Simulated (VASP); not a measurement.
A run of VASP 6.6.1 is set up as follows.

Contents of INCAR:

```
SYSTEM = AlCo
PREC     = Accurate       ! precision mode
ENCUT    = 520            ! plane-wave cutoff, eV
EDIFF    = 1E-6           ! SCF threshold, eV
ISMEAR   = -1             ! smearing method
SIGMA    = 0.05           ! smearing width, eV
LREAL    = .FALSE.        ! projectors in reciprocal space
LASPH    = .TRUE.         ! aspherical terms in the spheres
NELM     = 100            ! most SCF steps
ALGO     = Normal         ! electronic algorithm
ISIF     = 2              ! what is computed and relaxed
LWAVE    = .FALSE.        ! write WAVECAR
LCHARG   = .FALSE.        ! write CHGCAR
LDIPOL   = .TRUE.       
IDIPOL   = 3            
DIPOL    = 0.5 0.5 0.500
NBANDS   = 27             ! bands
```

Contents of KPOINTS:

```
Automatic mesh
0
G
  15 10 1
  0 0 0
```

Contents of POSCAR:

```
AlCo
1.0
    2.7937509608      0.0000000000      0.0000000000
    0.0000000000      3.9509604987      0.0000000000
    0.0000000000      0.0000000000     19.9510000000
Co Al
3 3
Direct
    0.7500000000      0.2500000000      0.4051714870
    0.7500000000      0.7500000000      0.4999999961
    0.7500000000      0.2500000000      0.5948285155
    0.2500000000      0.7500000000      0.3967528424
    0.2500000000      0.2500000000      0.4999999967
    0.2500000000      0.7500000000      0.6032471622
```

Potentials or basis: VASP PAW LDA potentials, release 64 (Co, Al).

Command:

```sh
$ cat potpaw_LDA.64/Co/POTCAR potpaw_LDA.64/Al/POTCAR > POTCAR
$ mpirun -np 1 vasp_std > vasp.out
```

Q: Predict the largest force.

A: 0.033 eV/Å.

Q: Estimate the band gap on the k mesh.

A: Zero (bands 18 and 19 overlap by 1.07 eV).

Forces on the atoms (eV/Å):
```
Co   0.000  0.000 -0.033
Co   0.000  0.000  0.000
Co   0.000  0.000  0.033
Al   0.000  0.000  0.001
Al   0.000  0.000  0.000
Al   0.000  0.000 -0.001
```

Caveat: the run has no spin polarisation, though such a crystal can be magnetic. Spin polarisation is off, so any magnetic state and its effect on volume and gap are missing.
